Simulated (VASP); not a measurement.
## Sb: single point with PBE

Crystal: Sb.

```
CELL_PARAMETERS angstrom
3.12240 0.00000 0.00000
0.00000 4.34752 0.00000
-0.03891 0.00000 4.40585
ATOMIC_POSITIONS crystal
Sb 0.98861 0.75000 0.75883
Sb 0.01139 0.25000 0.24117
```

```yaml
Program: VASP 6.6.1
Task: single point
Functional: PBE
Potentials_or_basis: VASP PAW PBE potentials, release 64 (Sb)
Cutoff: 520 eV
k_mesh: 6 × 4 × 4
Occupations: gaussian, width 0.1 eV
Spin: no spin polarisation
Dipole_correction: no
Further_INCAR_settings: ALGO = Normal; EDIFF = 1e-07; NBANDS = 12
```

| Quantity | Value |
| --- | --- |
| Pressure | 0.8 GPa |
| Largest force | 0.071 eV/Å |
| Band gap on the k mesh | zero (band 5 reaches 12.22 eV, above the bottom of band 6 at 3.63 eV) |

Forces on the atoms (eV/Å):
```
Sb   0.030  0.000 -0.065
Sb  -0.030  0.000  0.065
```

Stress tensor (GPa, compression positive):
```
-3.29  0.00  0.04
 0.00  2.98  0.00
 0.04  0.00  2.61
```

Levels at points of the mesh, in eV from the Fermi level:
| k point | band 3 | band 4 | band 5 | band 6 | band 7 | band 8 |
| --- | --- | --- | --- | --- | --- | --- |
| (0.00, 0.00, 0.00) | -3.50 | -3.37 | 2.19 | 3.16 | 3.39 | 3.52 |
| (0.50, 0.00, 0.00) | -4.45 | -1.65 | -1.52 | -1.45 | 4.61 | 4.90 |
| (0.00, 0.50, 0.00) | -1.36 | -1.36 | -0.78 | -0.78 | 4.85 | 4.85 |
| (0.50, 0.50, 0.00) | -3.84 | -3.84 | 0.59 | 0.59 | 1.58 | 1.58 |
| (0.00, 0.00, 0.50) | -1.46 | -0.93 | -0.80 | -0.65 | 4.63 | 5.01 |
| (0.50, 0.00, 0.50) | -4.02 | -3.71 | 0.44 | 1.02 | 1.60 | 1.70 |
| (0.00, 0.50, 0.50) | -5.49 | -5.49 | 5.18 | 5.18 | 5.44 | 5.44 |
| (0.50, 0.50, 0.50) | -3.51 | -3.51 | -3.41 | -3.41 | 2.24 | 2.24 |

It took 17 s on 1 thread of Intel(R) Xeon(R) Platinum 8259CL CPU @ 2.50GHz (Skylake/Cascade Lake) (shared host), peak memory 0.18 GiB.

Caveat: the k points lie up to 0.36 Å⁻¹ apart; spin-orbit coupling is left out, which moves the levels of the heavy elements.
